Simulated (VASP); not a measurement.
Set up this calculation in VASP 6.6.1, as the native input.

| Property | Result |
| --- | --- |
| Task | single point |
| Functional | LDA |
| Potentials or basis | VASP PAW LDA potentials, release 64 (Y_sv, Se) |
| Cutoff | 520 eV |
| k mesh | 12 × 12 × 12 |
| Occupations | fermi-dirac, width 0.1 eV |
| Spin | no spin polarisation |
| Dipole correction | no |
| Further INCAR settings | ALGO = Normal; EDIFF = 1e-06; NBANDS = 16 |

The structure of YSe lies in POSCAR:

```
YSe
1.0
    0.0000000000      2.8213664405      2.8213664405
    2.8213664405      0.0000000000      2.8213664405
    2.8213664405      2.8213664405      0.0000000000
Y Se
1 1
Direct
    0.5000000000      0.5000000000      0.5000000000
    0.0000000000      0.0000000000      0.0000000000
```

The input as run:

INCAR

```
PREC = Accurate ; ENCUT = 520
EDIFF = 1E-6 ; ISMEAR = -1
SIGMA = 0.1 ; LREAL = F
LASPH = T ; NELM = 60
ALGO = Normal ; ISIF = 2
LWAVE = F ; LCHARG = T
GGA = CA ; LELF = T
LVHAR = T ; NBANDS = 16
```

KPOINTS

```
regular mesh
0
Gamma
  12 12 12
```

Potentials or basis: VASP PAW LDA potentials, release 64 (Y_sv, Se).

The run is started by

```console
$ cat potpaw_LDA.64/Y_sv/POTCAR potpaw_LDA.64/Se/POTCAR > POTCAR
$ mpirun -np 1 vasp_std > vasp.out
```

Results of the run:

```
Pressure               : 0.2 GPa
Band gap on the k mesh : zero (an odd number of electrons rules out a gap without spin polarisation)
```

Wall time 54 s on 1 thread of Intel(R) Xeon(R) Platinum 8375C CPU @ 2.90GHz (Ice Lake) (shared host), peak memory 0.21 GiB.
